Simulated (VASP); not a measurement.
# Te2Mo in VASP: single point with PBE

Aim: the single point of Te2Mo with PBE.

Program: VASP 6.6.1. These are calculated values, not measurements. Logs are shortened: lines on timing, memory, paths and dates and some standing lists are left out, and cuts for length are marked.

## (1) The cell of the first run

The cell holds a slab with vacuum, 3 atoms: a = 3.804 Å, b = 3.804 Å, c = 16.642 Å, α = 90.00°, β = 90.00°, γ = 120.00°.

## (2) Single point, PBE

File INCAR:

```
ALGO     = Normal         # electronic algorithm
EDIFF    = 1E-6           # SCF threshold, eV
ENCUT    = 520            # plane-wave cutoff, eV
GGA      = PE             # functional
ISIF     = 2              # what is computed and relaxed
ISMEAR   = 0              # smearing method
LASPH    = T              # aspherical terms in the spheres
LCHARG   = F              # write CHGCAR
LREAL    = F              # projectors in reciprocal space
LWAVE    = F              # write WAVECAR
NBANDS   = 20             # bands
NELM     = 60             # most SCF steps
PREC     = Accurate       # precision mode
SIGMA    = 0.05           # smearing width, eV
```

File KPOINTS:

```
k-points
0
Gamma
  9 9 2
```

File POSCAR:

```
Te2Mo
1.0
    3.8038000000      0.0000000000      0.0000000000
   -1.9019000000      3.2941874309      0.0000000000
    0.0000000000      0.0000000000     16.6424000000
Te Mo
2 1
Direct
    0.3333333333      0.6666666667      0.8967969900
    0.3333333333      0.6666666667      0.1032030100
    0.0000000000      0.0000000000      0.0000000000
```

Potentials or basis: VASP PAW PBE potentials, release 64 (Te, Mo_sv).

Run with:

```sh
cat potpaw_PBE.64/Te/POTCAR potpaw_PBE.64/Mo_sv/POTCAR > POTCAR
mpirun -np 1 vasp_std > vasp.out
```

OUTCAR:

```text
EDIFF = 1E-6
   ENCUT = 520
   GGA = PE
   ISIF = 2
   ISMEAR = 0
   LASPH = T
   LREAL = F
   NELM = 60
   PREC = Accurate

 ion  position               nearest neighbor table
   1  0.333  0.667  0.897-   3 2.79   3 2.79   3 2.79   2 3.44
   2  0.333  0.667  0.103-   3 2.79   3 2.79   3 2.79   1 3.44
   3  0.000  0.000  0.000-   1 2.79   2 2.79   1 2.79   2 2.79   1 2.79   2 2.79

  LATTYP: Found a hexagonal cell.
 ALAT       =     3.8038000000
 C/A-ratio  =     4.3752037436

  Lattice vectors:

 A1 = (   3.8038000000,   0.0000000000,   0.0000000000)
 A2 = (  -1.9019000000,   3.2941874309,   0.0000000000)
 A3 = (   0.0000000000,   0.0000000000,  16.6424000000)

Analysis of symmetry for initial positions (statically):
=====================================================================
 Subroutine PRICEL returns:
 Original cell was already a primitive cell.

 Routine SETGRP: Setting up the symmetry group for a
 hexagonal supercell.

 Subroutine GETGRP returns: Found 12 space group operations
 (whereof 12 operations were pure point group operations)
 out of a pool of 24 trial point group operations.

The static configuration has the point symmetry D_3h.

Analysis of symmetry for dynamics (positions and initial velocities):
=====================================================================
 Subroutine PRICEL returns:
 Original cell was already a primitive cell.

 Routine SETGRP: Setting up the symmetry group for a
 hexagonal supercell.

 Subroutine GETGRP returns: Found 12 space group operations
 (whereof 12 operations were pure point group operations)
 out of a pool of 24 trial point group operations.

The dynamic configuration has the point symmetry D_3h.

 Subroutine INISYM returns: Found 12 space group operations
 (whereof 12 operations are pure point group operations),
 and found     1 'primitive' translations

----------------------------------------------------------------------------------------

                                     Primitive cell

  volume of cell :     208.5364

  direct lattice vectors                    reciprocal lattice vectors
     3.803800000  0.000000000  0.000000000     0.262895000  0.151782499  0.000000000
    -1.901900000  3.294187431  0.000000000     0.000000000  0.303564998  0.000000000
     0.000000000  0.000000000 16.642400000     0.000000000  0.000000000  0.060087487

  length of vectors
     3.803800000  3.803800000 16.642400000     0.303564998  0.303564998  0.060087487

  position of ions in fractional coordinates (direct lattice)
     0.333333333  0.666666667  0.896796990
     0.333333333  0.666666667  0.103203010
     0.000000000  0.000000000  0.000000000

  ion indices of the primitive-cell ions
   primitive index   ion index
                 1           1
                 2           2
                 3           3

----------------------------------------------------------------------------------------

 KPOINTS: k-points

Automatic generation of k-mesh.
 Grid dimensions read from file:
 generate k-points for:    9    9    2

 Generating k-lattice:

  Cartesian coordinates                     Fractional coordinates (reciprocal lattice)
     0.029210556  0.016864722  0.000000000     0.111111111 -0.000000000  0.000000000
     0.000000000  0.033729444  0.000000000     0.000000000  0.111111111  0.000000000
     0.000000000  0.000000000  0.030043744     0.000000000  0.000000000  0.500000000

  Length of vectors
     0.033729444  0.033729444  0.030043744

  Shift w.r.t. Gamma in fractional coordinates (k-lattice)
     0.000000000  0.000000000  0.000000000

 Subroutine IBZKPT returns following result:
 ===========================================

 Found     24 irreducible k-points:

 Following reciprocal coordinates:
            Coordinates               Weight
  0.000000  0.000000  0.000000      1.000000
  0.111111  0.000000  0.000000      6.000000
  0.222222 -0.000000  0.000000      6.000000
  0.333333 -0.000000  0.000000      6.000000
  0.444444 -0.000000  0.000000      6.000000
  0.111111  0.111111  0.000000      6.000000
[... 16 lines left out ...]
  0.333333  0.222222  0.500000     12.000000
  0.333333  0.333333  0.500000      2.000000
   k-points           NKPTS =     24   k-points in BZ     NKDIM =     24   number of bands    NBANDS=     20
   number of dos      NEDOS =    301   number of ions     NIONS =      3
   total plane-waves  NPLWV =  98784
   dimension x,y,z NGX =    28 NGY =   28 NGZ =  126
   dimension x,y,z NGXF=    56 NGYF=   56 NGZF=  252
   ions per type =               2   1
   NGX,Y,Z   is equivalent  to a cutoff of  12.24, 12.24, 12.59 a.u.
   NGXF,Y,Z  is equivalent  to a cutoff of  24.47, 24.47, 25.17 a.u.
 SYSTEM =  unknown system
   PREC   = accura    normal or accurate (medium, high low for compatibility)
   ISTART =      0    job   : 0-new  1-cont  2-samecut
   ICHARG =      2    charge: 1-file 2-atom 10-const
   ISPIN  =      1    spin polarized calculation?
   LNONCOLLINEAR =      F non collinear calculations
   LSORBIT =      F    spin-orbit coupling
   LASPH  =      T    aspherical Exc in radial PAW
   ENCUT  =  520.0 eV  38.22 Ry    6.18 a.u.   7.07  7.07 30.94*2*pi/ulx,y,z
   NELM   =     60;   NELMIN=  2; NELMDL= -5     # of ELM steps
   EDIFF  = 0.1E-05   stopping-criterion for ELM
   LREAL  =      F    real-space projection
   EDIFFG = 0.1E-04   stopping-criterion for IOM
   NSW    =      0    number of steps for IOM
   IBRION =     -1    ionic relax: 0-MD 1-quasi-New 2-CG
   NFREE  =      0    steps in history (QN), initial steepest desc. (CG)
   ISIF   =      2    stress and relaxation
   ISYM   =      2    0-nonsym 1-usesym 2-fastsym
   POTIM  = 0.5000    time-step for ionic-motion
   TEBEG  =    0.0;   TEEND  =   0.0 temperature during run
   PSTRESS=    0.0 pullay stress
   NELECT =      26.0000    total number of electrons
   NUPDOWN=      -1.0000    fix difference up-down
   EMIN   =  10.00;   EMAX   =-10.00  energy-range for DOS
   EFERMI =   0.00;   METHOD = LEGACY
   ISMEAR =     0;   SIGMA  =   0.05  broadening in eV -4-tet -1-fermi 0-gaus
   EFERMI_NEDOS =   21; number of points for ismear=-14 and -15
   IALGO  =     38    algorithm
   IMIX   =      4    mixing-type and parameters
     AMIX     =   0.40;   BMIX     =  1.00
     AMIX_MAG =   1.60;   BMIX_MAG =  1.00
  volume/ion in A,a.u.               =      69.51       469.09
  Fermi-wavevector in a.u.,A,eV,Ry     =   0.817847  1.545506  9.100575  0.668873
  Thomas-Fermi vector in A             =   1.928368
   LORBIT       =      0    0 simple, 1 ext, 2 COOP (PROOUT), +10 PAW based schemes
   GGA     = PE    functional components
   LHFCALC =     F    Hartree Fock is set to
   AEXX    =    0.0000 exact exchange contribution
   IVDW    =     0    specifies the selected vdW correction
   LEPSILON=     F    determine dielectric tensor
   LRPA    =     F    only Hartree local field effects (RPA)
 non-spin polarized calculation
 Gauss-broadening in eV      SIGMA  =   0.05
  energy-cutoff  :      520.00
  volume of cell :      208.54
 maximum number of plane-waves:      5649
   NGX = 15   NGY = 15   NGZ = 61

 number of electron      26.0000002 magnetization

 Free energy of the ion-electron system (eV)
  ---------------------------------------------------
  ext. energy  EPLUGINS =         0.00000000
  ---------------------------------------------------
  free energy    TOTEN  =       -17.72173531 eV

  energy without entropy =      -17.72173531  energy(sigma->0) =      -17.72173531

 E-fermi :  -0.0958     XC(G=0):  -4.6475

 val. band max:       -0.2909803747   @ k =   0.0000   0.0000   0.5000
 cond. band min:       0.1029495603   @ k =   0.3333   0.3333   0.0000
 fundamental gap:      0.3939299350
 Fermi energy:        -0.0957582658

 k-point     1 :       0.0000    0.0000    0.0000
  band No.  band energies     occupation
      1     -61.2361      2.00000
      2     -35.3264      2.00000
      3     -35.3264      2.00000
      4     -35.2596      2.00000
      5     -12.3957      2.00000
      6     -11.2778      2.00000
[... 12 lines left out ...]
     19       4.5664      0.00000
     20       4.6366      0.00000

 k-point     2 :       0.1111    0.0000    0.0000
  band No.  band energies     occupation
      1     -61.2357      2.00000
      2     -35.3328      2.00000
      3     -35.3279      2.00000
      4     -35.2582      2.00000
      5     -12.2735      2.00000
      6     -11.2017      2.00000
[... 12 lines left out ...]
     19       4.7451      0.00000
     20       5.1514      0.00000

 k-point     3 :       0.2222   -0.0000    0.0000
  band No.  band energies     occupation
      1     -61.2348      2.00000
      2     -35.3491      2.00000
      3     -35.3317      2.00000
      4     -35.2546      2.00000
      5     -11.9373      2.00000
      6     -10.9940      2.00000
[... 12 lines left out ...]
     19       5.2171      0.00000
     20       5.7988      0.00000

 k-point     4 :       0.3333   -0.0000    0.0000
  band No.  band energies     occupation
      1     -61.2338      2.00000
      2     -35.3676      2.00000
      3     -35.3360      2.00000
      4     -35.2506      2.00000
      5     -11.4923      2.00000
      6     -10.7244      2.00000
[... 12 lines left out ...]
     19       5.4181      0.00000
     20       5.7785      0.00000

 k-point     5 :       0.4444   -0.0000    0.0000
  band No.  band energies     occupation
      1     -61.2331      2.00000
      2     -35.3795      2.00000
      3     -35.3388      2.00000
      4     -35.2479      2.00000
      5     -11.1478      2.00000
      6     -10.5224      2.00000
[... 12 lines left out ...]
     19       5.5888      0.00000
     20       5.8296      0.00000
[... 353 lines left out ...]
      6     -10.4654      2.00000
[... 12 lines left out ...]
     19       6.3392      0.00000
     20       6.3871      0.00000

 k-point    22 :       0.2222    0.2222    0.5000
  band No.  band energies     occupation
      1     -61.2333      2.00000
      2     -35.3689      2.00000
      3     -35.3447      2.00000
      4     -35.2488      2.00000
      5     -11.2801      2.00000
      6     -10.5926      2.00000
[... 12 lines left out ...]
     19       6.0269      0.00000
     20       6.0400      0.00000

 k-point    23 :       0.3333    0.2222    0.5000
  band No.  band energies     occupation
      1     -61.2328      2.00000
      2     -35.3735      2.00000
      3     -35.3514      2.00000
      4     -35.2467      2.00000
      5     -11.0080      2.00000
      6     -10.4282      2.00000
[... 12 lines left out ...]
     19       5.7076      0.00000
     20       6.6217      0.00000

 k-point    24 :       0.3333    0.3333    0.5000
  band No.  band energies     occupation
      1     -61.2326      2.00000
      2     -35.3694      2.00000
      3     -35.3594      2.00000
      4     -35.2460      2.00000
      5     -10.9133      2.00000
      6     -10.3677      2.00000
[... 12 lines left out ...]
     19       4.9509      0.00000
     20       7.0242      0.00000

------------------------ aborting loop because EDIFF is reached ----------------------------------------

  FORCE on cell =-STRESS in cart. coord.  units (eV):
  Direction    XX          YY          ZZ          XY          YZ          ZX
  --------------------------------------------------------------------------------------
  -------------------------------------------------------------------------------------
  Total       -4.1857338     -4.1857338      0.4299354     -0.0000000      0.0000000     -0.0000000
  in kB      -32.1588311    -32.1588311      3.3031773     -0.0000000      0.0000000     -0.0000000
  external PRESSURE =     -20.3381617 kB  Pullay stress =       0.0000000 kB

 VOLUME and BASIS-vectors are now :
 -----------------------------------------------------------------------------
  energy-cutoff  :      520.00
  volume of cell :      208.54
      direct lattice vectors                 reciprocal lattice vectors
     3.803800000  0.000000000  0.000000000     0.262895000  0.151782499  0.000000000
    -1.901900000  3.294187431  0.000000000     0.000000000  0.303564998  0.000000000
     0.000000000  0.000000000 16.642400000     0.000000000  0.000000000  0.060087487

 POSITION                                       TOTAL-FORCE (eV/Angst)
 -----------------------------------------------------------------------------------
     -0.00000      2.19612     14.92485        -0.000000     -0.000000     -0.128014
     -0.00000      2.19612      1.71755         0.000000     -0.000000      0.128014
      0.00000      0.00000      0.00000         0.000000      0.000000     -0.000000
 -----------------------------------------------------------------------------------
    total drift:                                0.000000     -0.000000     -0.000000

  FREE ENERGIE OF THE ION-ELECTRON SYSTEM (eV)
  ---------------------------------------------------
  free  energy   TOTEN  =       -17.7217353143 eV

  energy  without entropy=      -17.7217353142  energy(sigma->0) =      -17.72173531
```

Wall time 2 min (1 thread of Intel Xeon Platinum 8375C at 2.90GHz (Ice Lake), shared host); peak memory 0.35 GiB.

What came out:

| Item | Value |
| --- | --- |
| Free energy | -17.7217 eV |
| Largest force | 0.128 eV/Å |
| Band gap on the k mesh | 0.39 eV, indirect (least direct gap 0.66 eV) |

Forces in eV/Å, atoms in the order of the input:
```
Te   0.000  0.000 -0.128
Te   0.000  0.000  0.128
Mo   0.000  0.000  0.000
```

Levels at points of the mesh, in eV from the valence-band top:
| k point | band 9 | band 10 | band 11 | band 12 | band 13 | band 14 | band 15 | band 16 | band 17 | band 18 |
| --- | --- | --- | --- | --- | --- | --- | --- | --- | --- | --- |
| (0.00, 0.00, 0.00) | -2.13 | -1.28 | -1.28 | -0.99 | 0.00 | 2.36 | 2.36 | 2.66 | 2.66 | 4.11 |
| (0.00, 0.00, 0.50) | -2.13 | -1.28 | -1.28 | -0.99 | 0.00 | 2.36 | 2.36 | 2.66 | 2.66 | 4.21 |

Caveat: spin-orbit coupling is left out, which moves the levels of the heavy elements.
